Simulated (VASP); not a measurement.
# SiC (P6_3mc) in VASP: a series of runs

SiC is run at these levels: PBE; tasks: single point, relaxation of cell and atoms.

Program: VASP 6.6.1. These are calculated values, not measurements. Logs are shortened: lines on timing, memory, paths and dates and some standing lists are left out, and cuts for length are marked.

## 1. The cell of the first run

Symmetry: P6_3mc, No. 186, hexagonal system. Conventional cell: a = 3.094 Å, b = 3.094 Å, c = 10.129 Å, α = 90.00°, β = 90.00°, γ = 120.00°. Si (site symmetry 3m) has 4 C at 1.90 Å within 2.5 Å. Si (site symmetry 3m) has 4 C at 1.89 to 1.90 Å within 2.5 Å. C (site symmetry 3m) has 4 Si at 1.89 to 1.90 Å within 2.5 Å. C (site symmetry 3m) has 4 Si at 1.90 Å within 2.5 Å.

## 2. Single point, PBE

The input, INCAR:

```
SYSTEM = SiC
  ALGO = Normal
  EDIFF = 1E-6
  ENCUT = 520
  GGA = PE
  ISIF = 2
  ISMEAR = 0
  LASPH = .TRUE.
  LCHARG = .TRUE.
  LELF = .TRUE.
  LREAL = .FALSE.
  LVHAR = .TRUE.
  LWAVE = .FALSE.
  NBANDS = 26
  NELM = 60
  PREC = Accurate
  SIGMA = 0.02
```

The input, KPOINTS:

```
k-points
0
G
  12 12 4
  0 0 0
```

The input, POSCAR:

```
SiC
1.0
    3.0941201823     -0.0000000029      0.0000000000
   -1.5470600887      2.6795866817      0.0000000000
    0.0000000000      0.0000000000     10.1293391983
Si C
4 4
Direct
    0.6666666667      0.3333333333      0.9378441882
    0.3333333333      0.6666666667      0.4378441882
    0.0000000000      0.0000000000      0.6878995563
    0.0000000000      0.0000000000      0.1878995563
    0.6666666667      0.3333333333      0.7498074461
    0.3333333333      0.6666666667      0.2498074461
    0.0000000000      0.0000000000      0.5004478094
    0.0000000000      0.0000000000      0.0004478094
```

Potentials or basis: VASP PAW PBE potentials, release 64 (Si, C).

Launch:

```bash
> cat potpaw_PBE.64/Si/POTCAR potpaw_PBE.64/C/POTCAR > POTCAR
> mpirun -np 1 vasp_std > vasp.out
```

OUTCAR:

```text
SYSTEM = SiC
   EDIFF = 1E-6
   ENCUT = 520
   GGA = PE
   ISIF = 2
   ISMEAR = 0
   LASPH = .TRUE.
   LREAL = .FALSE.
   NELM = 60
   PREC = Accurate

 ion  position               nearest neighbor table
   1  0.667  0.333  0.938-   8 1.90   8 1.90   8 1.90   5 1.90   3 3.10   3 3.10   3 3.10   4 3.10
                             4 3.10   4 3.10
   2  0.333  0.667  0.438-   7 1.90   7 1.90   7 1.90   6 1.90   4 3.10   4 3.10   4 3.10   3 3.10
                             3 3.10   3 3.10
   3  0.000  0.000  0.688-   5 1.89   5 1.89   5 1.89   7 1.90   1 3.10   1 3.10   1 3.10   2 3.10
                             2 3.10   2 3.10
   4  0.000  0.000  0.188-   6 1.89   6 1.89   6 1.89   8 1.90   2 3.10   2 3.10   2 3.10   1 3.10
                             1 3.10   1 3.10
   5  0.667  0.333  0.750-   3 1.89   3 1.89   3 1.89   1 1.90
   6  0.333  0.667  0.250-   4 1.89   4 1.89   4 1.89   2 1.90
   7  0.000  0.000  0.500-   2 1.90   2 1.90   2 1.90   3 1.90
   8  0.000  0.000  0.000-   1 1.90   1 1.90   1 1.90   4 1.90

  LATTYP: Found a hexagonal cell.
 ALAT       =     3.0941201823
 C/A-ratio  =     3.2737381231

  Lattice vectors:

 A1 = (   3.0941201823,  -0.0000000029,   0.0000000000)
 A2 = (  -1.5470600887,   2.6795866817,   0.0000000000)
 A3 = (   0.0000000000,   0.0000000000,  10.1293391983)

Analysis of symmetry for initial positions (statically):
=====================================================================
 Subroutine PRICEL returns:
 Original cell was already a primitive cell.

 Routine SETGRP: Setting up the symmetry group for a
 hexagonal supercell.

 Subroutine GETGRP returns: Found 12 space group operations
 (whereof  6 operations were pure point group operations)
 out of a pool of 24 trial point group operations.

The static configuration has the point symmetry C_3v.
 The point group associated with its full space group is C_6v.

Analysis of symmetry for dynamics (positions and initial velocities):
=====================================================================
 Subroutine PRICEL returns:
 Original cell was already a primitive cell.

 Routine SETGRP: Setting up the symmetry group for a
 hexagonal supercell.

 Subroutine GETGRP returns: Found 12 space group operations
 (whereof  6 operations were pure point group operations)
 out of a pool of 24 trial point group operations.

The dynamic configuration has the point symmetry C_3v.
 The point group associated with its full space group is C_6v.

 Subroutine INISYM returns: Found 12 space group operations
 (whereof  6 operations are pure point group operations),
 and found     1 'primitive' translations

----------------------------------------------------------------------------------------

                                     Primitive cell

  volume of cell :      83.9820

  direct lattice vectors                    reciprocal lattice vectors
     3.094120182 -0.000000003  0.000000000     0.323193652  0.186595941  0.000000000
    -1.547060089  2.679586682  0.000000000     0.000000000  0.373191883  0.000000000
     0.000000000  0.000000000 10.129339198     0.000000000  0.000000000  0.098723123

  length of vectors
     3.094120182  3.094120182 10.129339198     0.373191883  0.373191883  0.098723123

  position of ions in fractional coordinates (direct lattice)
     0.666666667  0.333333333  0.937844188
     0.333333333  0.666666667  0.437844188
     0.000000000  0.000000000  0.687899556
     0.000000000  0.000000000  0.187899556
     0.666666667  0.333333333  0.749807446
     0.333333333  0.666666667  0.249807446
     0.000000000  0.000000000  0.500447809
     0.000000000  0.000000000  0.000447809

  ion indices of the primitive-cell ions
   primitive index   ion index
                 1           1
                 2           2
                 3           3
                 4           4
                 5           5
                 6           6
                 7           7
                 8           8

----------------------------------------------------------------------------------------

 KPOINTS: k-points

Automatic generation of k-mesh.
 Grid dimensions read from file:
 generate k-points for:   12   12    4

 Generating k-lattice:

  Cartesian coordinates                     Fractional coordinates (reciprocal lattice)
     0.026932804  0.015549662  0.000000000     0.083333333  0.000000000  0.000000000
     0.000000000  0.031099324  0.000000000     0.000000000  0.083333333  0.000000000
     0.000000000  0.000000000  0.024680781     0.000000000  0.000000000  0.250000000

  Length of vectors
     0.031099324  0.031099324  0.024680781

  Shift w.r.t. Gamma in fractional coordinates (k-lattice)
     0.000000000  0.000000000  0.000000000

 Subroutine IBZKPT returns following result:
 ===========================================

 Found     57 irreducible k-points:

 Following reciprocal coordinates:
            Coordinates               Weight
  0.000000  0.000000  0.000000      1.000000
  0.083333  0.000000  0.000000      6.000000
  0.166667  0.000000  0.000000      6.000000
  0.250000  0.000000  0.000000      6.000000
  0.333333  0.000000  0.000000      6.000000
  0.416667 -0.000000  0.000000      6.000000
[... 16 lines left out ...]
  0.250000  0.000000  0.250000     12.000000
  0.333333  0.000000  0.250000     12.000000
 [... further k-points ...]
   k-points           NKPTS =     57   k-points in BZ     NKDIM =     57   number of bands    NBANDS=     26
   number of dos      NEDOS =    301   number of ions     NIONS =      8
   total plane-waves  NPLWV =  46080
   dimension x,y,z NGX =    24 NGY =   24 NGZ =   80
   dimension x,y,z NGXF=    48 NGYF=   48 NGZF=  160
   ions per type =               4   4
   NGX,Y,Z   is equivalent  to a cutoff of  12.90, 12.90, 13.13 a.u.
   NGXF,Y,Z  is equivalent  to a cutoff of  25.79, 25.79, 26.26 a.u.
 SYSTEM =  SiC
   PREC   = accura    normal or accurate (medium, high low for compatibility)
   ISTART =      0    job   : 0-new  1-cont  2-samecut
   ICHARG =      2    charge: 1-file 2-atom 10-const
   ISPIN  =      1    spin polarized calculation?
   LNONCOLLINEAR =      F non collinear calculations
   LSORBIT =      F    spin-orbit coupling
   LASPH  =      T    aspherical Exc in radial PAW
   ENCUT  =  520.0 eV  38.22 Ry    6.18 a.u.   5.75  5.75 18.83*2*pi/ulx,y,z
   NELM   =     60;   NELMIN=  2; NELMDL= -5     # of ELM steps
   EDIFF  = 0.1E-05   stopping-criterion for ELM
   LREAL  =      F    real-space projection
   EDIFFG = 0.1E-04   stopping-criterion for IOM
   NSW    =      0    number of steps for IOM
   IBRION =     -1    ionic relax: 0-MD 1-quasi-New 2-CG
   NFREE  =      0    steps in history (QN), initial steepest desc. (CG)
   ISIF   =      2    stress and relaxation
   ISYM   =      2    0-nonsym 1-usesym 2-fastsym
   POTIM  = 0.5000    time-step for ionic-motion
   TEBEG  =    0.0;   TEEND  =   0.0 temperature during run
   PSTRESS=    0.0 pullay stress
   NELECT =      32.0000    total number of electrons
   NUPDOWN=      -1.0000    fix difference up-down
   EMIN   =  10.00;   EMAX   =-10.00  energy-range for DOS
   EFERMI =   0.00;   METHOD = LEGACY
   ISMEAR =     0;   SIGMA  =   0.02  broadening in eV -4-tet -1-fermi 0-gaus
   EFERMI_NEDOS =   21; number of points for ismear=-14 and -15
   IALGO  =     38    algorithm
   IMIX   =      4    mixing-type and parameters
     AMIX     =   0.40;   BMIX     =  1.00
     AMIX_MAG =   1.60;   BMIX_MAG =  1.00
  volume/ion in A,a.u.               =      10.50        70.84
  Fermi-wavevector in a.u.,A,eV,Ry     =   1.186851  2.242823 19.165368  1.408615
  Thomas-Fermi vector in A             =   2.323015
   LORBIT       =      0    0 simple, 1 ext, 2 COOP (PROOUT), +10 PAW based schemes
   GGA     = PE    functional components
   LHFCALC =     F    Hartree Fock is set to
   AEXX    =    0.0000 exact exchange contribution
   IVDW    =     0    specifies the selected vdW correction
   LEPSILON=     F    determine dielectric tensor
   LRPA    =     F    only Hartree local field effects (RPA)
 non-spin polarized calculation
 Gauss-broadening in eV      SIGMA  =   0.02
  energy-cutoff  :      520.00
  volume of cell :       83.98
 maximum number of plane-waves:      2280
 NGX is ok and might be reduce to    24
   NGX = 11   NGY = 11   NGZ = 37

 number of electron      32.0000001 magnetization

 Free energy of the ion-electron system (eV)
  ---------------------------------------------------
  ext. energy  EPLUGINS =         0.00000000
  ---------------------------------------------------
  free energy    TOTEN  =       -60.24903482 eV

  energy without entropy =      -60.24903482  energy(sigma->0) =      -60.24903482

 E-fermi :   8.1021     XC(G=0): -11.2898

 val. band max:        8.0107861207   @ k =   0.0000   0.0000   0.0000
 cond. band min:      10.2336841496   @ k =   0.5000   0.0000   0.0000
 fundamental gap:      2.2228980290
 Fermi energy:         8.1021382380

 k-point     1 :       0.0000    0.0000    0.0000
  band No.  band energies     occupation
      1      -7.3547      2.00000
      2      -6.1916      2.00000
      3      -6.1559      2.00000
      4      -3.8427      2.00000
      5      -0.5168      2.00000
      6       3.6583      2.00000
[... 18 lines left out ...]
     25      15.2995      0.00000
     26      15.9843      0.00000

 k-point     2 :       0.0833    0.0000    0.0000
  band No.  band energies     occupation
      1      -7.2355      2.00000
      2      -6.0764      2.00000
      3      -6.0401      2.00000
      4      -3.7420      2.00000
      5      -0.4081      2.00000
      6       3.6940      2.00000
[... 18 lines left out ...]
     25      15.3645      0.00000
[... 608 lines left out ...]
     25      16.6644      0.00000
     26      17.0061      0.00000

 k-point    24 :       0.3333    0.0000    0.2500
  band No.  band energies     occupation
      1      -5.4531      2.00000
      2      -4.9007      2.00000
      3      -3.8772      2.00000
      4      -2.7491      2.00000
      5       0.7802      2.00000
      6       1.3091      2.00000
[... 18 lines left out ...]
     25      16.5312      0.00000
     26      17.1653      0.00000

 [... further k-points ...]

------------------------ aborting loop because EDIFF is reached ----------------------------------------

  FORCE on cell =-STRESS in cart. coord.  units (eV):
  Direction    XX          YY          ZZ          XY          YZ          ZX
  --------------------------------------------------------------------------------------
  -------------------------------------------------------------------------------------
  Total       -0.0270357     -0.0270357     -0.0234731      0.0000000      0.0000000      0.0000000
  in kB       -0.5157780     -0.5157780     -0.4478113      0.0000000      0.0000000      0.0000000
  external PRESSURE =      -0.4931224 kB  Pullay stress =       0.0000000 kB

 VOLUME and BASIS-vectors are now :
 -----------------------------------------------------------------------------
  energy-cutoff  :      520.00
  volume of cell :       83.98
      direct lattice vectors                 reciprocal lattice vectors
     3.094120182 -0.000000003  0.000000000     0.323193652  0.186595941  0.000000000
    -1.547060089  2.679586682  0.000000000     0.000000000  0.373191883  0.000000000
     0.000000000  0.000000000 10.129339198     0.000000000  0.000000000  0.098723123

 POSITION                                       TOTAL-FORCE (eV/Angst)
 -----------------------------------------------------------------------------------
      1.54706      0.89320      9.49974        -0.000000     -0.000000      0.001145
      0.00000      1.78639      4.43507         0.000000      0.000000      0.001145
      0.00000      0.00000      6.96797         0.000000      0.000000     -0.001267
      0.00000      0.00000      1.90330        -0.000000     -0.000000     -0.001267
      1.54706      0.89320      7.59505         0.000000      0.000000     -0.000125
      0.00000      1.78639      2.53038        -0.000000     -0.000000     -0.000125
      0.00000      0.00000      5.06921        -0.000000     -0.000000      0.000246
      0.00000      0.00000      0.00454        -0.000000     -0.000000      0.000246
 -----------------------------------------------------------------------------------
    total drift:                                0.000000      0.000000     -0.000926

  FREE ENERGIE OF THE ION-ELECTRON SYSTEM (eV)
  ---------------------------------------------------
  free  energy   TOTEN  =       -60.2490348161 eV

  energy  without entropy=      -60.2490348161  energy(sigma->0) =      -60.24903482
```

Wall time 61 s (1 thread of Intel Xeon Platinum 8488C (Sapphire Rapids), shared host); peak memory 0.24 GiB.

Results:

```yaml
Free_energy: -60.2490 eV
Pressure: 0.0 GPa
Band_gap_on_the_k_mesh: 2.22 eV (least direct gap 3.34 eV)
```

Levels at points of the mesh, in eV from the valence-band top:
```tsv
k point	band 14	band 15	band 16	band 17	band 18	band 19
(0.00, 0.00, 0.00)	-0.05	0.00	0.00	4.96	5.54	6.12
(0.50, 0.00, 0.00)	-2.20	-1.56	-1.12	2.22	2.34	4.18
(0.00, 0.00, 0.50)	-0.21	-0.21	-0.21	5.17	5.17	6.61
(0.50, 0.00, 0.50)	-2.48	-1.54	-1.54	2.63	2.63	4.17
```

A k mesh can miss the band edges.

## 3. Relaxation of cell and atoms, PBE

This run uses another cell than the first one, of 10.31 Å³/atom.

The input, INCAR:

```
PREC     = Accurate       # precision mode
ENCUT    = 600            # plane-wave cutoff, eV
EDIFF    = 1E-6           # SCF threshold, eV
ISMEAR   = 0              # smearing method
SIGMA    = 0.02           # smearing width, eV
LREAL    = False          # projectors in reciprocal space
LASPH    = True           # aspherical terms in the spheres
NELM     = 80             # most SCF steps
ALGO     = Normal         # electronic algorithm
ISIF     = 3              # what is computed and relaxed
LWAVE    = False          # write WAVECAR
LCHARG   = False          # write CHGCAR
GGA      = PE             # functional
IBRION   = 2              # ionic algorithm
NSW      = 100            # ionic steps
EDIFFG   = -0.005         # ionic threshold
```

The input, KPOINTS:

```
Automatic mesh
0
Gamma
  12 12 4
```

The input, POSCAR:

```
SiC
1.0
    3.0756941500      0.0000000000      0.0000000000
   -1.5378470700      2.6636292700      0.0000000000
    0.0000000000      0.0000000000     10.0706464800
Si C
4 4
Direct
    0.6666666700      0.3333333300      0.9378419800
    0.3333333300      0.6666666700      0.4378419800
    0.0000000000      0.0000000000      0.6878943800
    0.0000000000      0.0000000000      0.1878943800
    0.6666666700      0.3333333300      0.7498025900
    0.3333333300      0.6666666700      0.2498025900
    0.0000000000      0.0000000000      0.5004600500
    0.0000000000      0.0000000000      0.0004600500
```

Potentials or basis: VASP PAW PBE potentials, release 64 (Si, C).

Launch:

```bash
> cat potpaw_PBE.64/Si/POTCAR potpaw_PBE.64/C/POTCAR > POTCAR
> mpirun -np 1 vasp_std > vasp.out
```

It took 3.4 min on 1 thread of Intel Xeon Platinum 8488C (Sapphire Rapids), shared host; peak memory 0.29 GiB.

The run converged. Its results:

* Free energy: -60.2531 eV
* Relaxed volume: 10.49 Å³/atom
* Relaxed cell: a = 3.093 Å, b = 3.093 Å, c = 10.126 Å, α = 90.00°, β = 90.00°, γ = 120.00°
* Space group after relaxing (to 0.1 Å): P6_3mc (No. 186)
* Energy gained by relaxing: 2.0 meV/atom
* Ionic steps: 7
* Pressure after relaxing: 0.0 GPa
* Band gap on the k mesh: 2.22 eV (least direct gap 3.34 eV)

Step by step:
| step | energy change (eV) | largest force (eV/Å) | pressure (GPa) | volume (Å³) |
| --- | --- | --- | --- | --- |
| 1 | 0.0000 | 0.0055 | 3.72 | 82.50 |
| 2 | 0.0009 | 0.0173 | -3.60 | 85.40 |
| 3 | -0.0161 | 0.0065 | 0.00 | 83.91 |
| 4 | -0.0161 | 0.0063 | 0.07 | 83.88 |
| 5 | -0.0161 | 0.0043 | 0.07 | 83.89 |
| 6 | -0.0161 | 0.0009 | 0.07 | 83.89 |
| 7 | -0.0161 | 0.0003 | 0.04 | 83.90 |

Final structure:
```
Si C
1.0
     3.09310    0.00000    0.00000
    -1.54655    2.67870    0.00000
     0.00000    0.00000   10.12609
Si C
4 4
Cartesian
  1.5465 0.8929 9.4967
  0.0000 1.7858 4.4337
  -1.5465 2.6787 6.9657
  3.0931 0.0000 1.9027
  1.5465 0.8929 7.5926
  0.0000 1.7858 2.5296
  0.0000 0.0000 5.0676
  0.0000 0.0000 0.0045
```

Levels at points of the mesh, in eV from the valence-band top:
| k point | band 12 | band 13 | band 14 | band 15 | band 16 | band 17 | band 18 | band 19 | band 20 | band 21 |
| --- | --- | --- | --- | --- | --- | --- | --- | --- | --- | --- |
| (0.00, 0.00, 0.00) | -0.58 | -0.58 | -0.05 | 0.00 | 0.00 | 4.97 | 5.55 | 6.13 | 6.19 | 6.89 |
| (0.50, 0.00, 0.00) | -2.37 | -2.34 | -2.20 | -1.56 | -1.12 | 2.22 | 2.34 | 4.18 | 4.66 | 5.24 |
| (0.00, 0.00, 0.50) | -1.04 | -0.21 | -0.21 | -0.21 | -0.21 | 5.18 | 5.18 | 6.62 | 6.62 | 6.99 |
| (0.50, 0.00, 0.50) | -2.99 | -2.48 | -2.48 | -1.54 | -1.54 | 2.63 | 2.63 | 4.18 | 4.18 | 6.02 |

A k mesh can miss the band edges.
